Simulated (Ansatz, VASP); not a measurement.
Two plane-wave programs on CaHf

File INCAR:

```
ALGO = Normal
EDIFF = 1E-6
EDIFFG = -0.04
ENCUT = 600
GGA = PE
IBRION = 2
ISIF = 3
ISMEAR = 0
LASPH = True
LCHARG = False
LREAL = False
LWAVE = False
NELM = 60
NSW = 90
PREC = Accurate
SIGMA = 0.1
```

KPOINTS

```
k-points
0
Gamma
  6 6 4
```

Contents of POSCAR:

```
CaHf
1.0
    3.3664529928      0.0000000000      0.0000000000
    0.0000000000      3.3664529928      0.0000000000
    0.0000000000      0.0000000000      4.4124580299
Ca Hf
1 1
Direct
    0.5000000000      0.5000000000      0.5000000000
    0.0000000000      0.0000000000      0.0000000000
```

Input for Ansatz:

```yaml
crystal:
  lattice:
    - [3.3664529928, 0.0, 0.0]
    - [0.0, 3.3664529928, 0.0]
    - [0.0, 0.0, 4.4124580299]
  atoms:
    - { symbol: Ca, position: [0.5, 0.5, 0.5] }
    - { symbol: Hf, position: [0.0, 0.0, 0.0] }
basis:
  ecutwfc: 420
kpoints:
  mp_grid: { grid: [6, 6, 4] }
hamiltonian:
  xc: pbe
scf:
  occupations: { method: gaussian, width: 0.1 }
  lower_state_search: "off"
output:
  forces: true
  stress: true
  eigenvalues: true
relax:
  adjacent_minimum: "off"
  f_tol: 0.04
  max_steps: 70
  cell: { stress_tol: 0.4 }
```

Alike in both runs: task relaxation of cell and atoms; functional PBE; k mesh 6 × 6 × 4; occupations gaussian, width 0.1 eV; no spin polarisation.

```csv
,VASP,Ansatz
version,VASP 6.6.1,Ansatz 0.2.0
potentials or method,"VASP PAW PBE potentials, release 64 (Ca_sv, Hf_pv), cutoff 600 eV","scalar-relativistic, plane waves, PAW"
valence electrons in the cell,20,36
```

```csv
,VASP,Ansatz,Ansatz less VASP
"gap on the k mesh at the Fermi level, each at its own relaxed structure (eV)",none,none,-
relaxed volume (Å³/atom),27.61,27.61,+0.001
relaxed cell length with the largest relative difference (Å),5.261,5.264,+0.0031
```

A gap of «none» marks a metal or a gap that the smearing closes. VASP's potentials hold 20 valence electrons a cell and Ansatz's 36, so a difference there can come from the potentials and not from the codes.

Spin-orbit coupling is off throughout.
